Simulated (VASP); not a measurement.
Wanted: the native input for a VASP 6.6.1 run.

* Task: relaxation of cell and atoms
* Functional: PBE
* Potentials or basis: VASP PAW PBE potentials, release 64 (Al, B, P)
* Cutoff: 600 eV
* k mesh: 6 × 6 × 6
* Occupations: gaussian, width 0.1 eV
* Spin: no spin polarisation
* Dipole correction: no
* Further INCAR settings: ALGO = Normal; EDIFF = 1e-06; IBRION = 2; EDIFFG = -0.04; NSW = 90; ISIF = 3

The structure of AlB2P3 lies in POSCAR:

```
AlB2P3
1.0
    2.5812177100      1.4902667400      4.1005754800
   -2.5812177100      1.4902667400      4.1005754800
    0.0000000000     -2.9805334800      4.1005754800
Al B P
1 2 3
Direct
    0.0000000000      0.0000000000      0.0000000000
    0.6265190200      0.6265190200      0.6265190200
    0.3734809800      0.3734809800      0.3734809800
    0.0000000000      0.5000000000      0.0000000000
    0.5000000000      0.0000000000      0.0000000000
    0.0000000000      0.0000000000      0.5000000000
```

One way to write it, as run:

INCAR

```
SYSTEM = AlB2P3
PREC = Accurate ; ENCUT = 600
EDIFF = 1E-6 ; ISMEAR = 0
SIGMA = 0.1 ; LREAL = .False.
LASPH = .True. ; NELM = 60
ALGO = Normal ; ISIF = 3
LWAVE = .False. ; LCHARG = .False.
GGA = PE ; IBRION = 2
NSW = 90 ; EDIFFG = -0.04
```

KPOINTS

```
Automatic mesh
0
Gamma
  6 6 6
  0 0 0
```

Potentials or basis: VASP PAW PBE potentials, release 64 (Al, B, P).

Launch:

```bash
$ cat potpaw_PBE.64/Al/POTCAR potpaw_PBE.64/B/POTCAR potpaw_PBE.64/P/POTCAR > POTCAR
$ mpirun -np 1 vasp_std > vasp.out
```

It gave:

```yaml
Relaxed_volume: 14.58 Å³/atom
Relaxed_cell: a = 5.065 Å, b = 5.065 Å, c = 5.065 Å, α = 57.91°, β = 57.91°, γ = 57.91°
Space_group_after_relaxing_to_0.05_Å: R-3m (No. 166)
Energy_gained_by_relaxing: 286.2 meV/atom
Ionic_steps: 41
Pressure_after_relaxing: -0.1 GPa
Band_gap_on_the_k_mesh: zero (band 12 reaches 7.65 eV, above the bottom of band 13 at 5.51 eV)
```

Wall time 7.2 min on 1 thread of Intel(R) Xeon(R) 6975P-C (Granite Rapids), with other jobs on the host, peak memory 0.28 GiB.
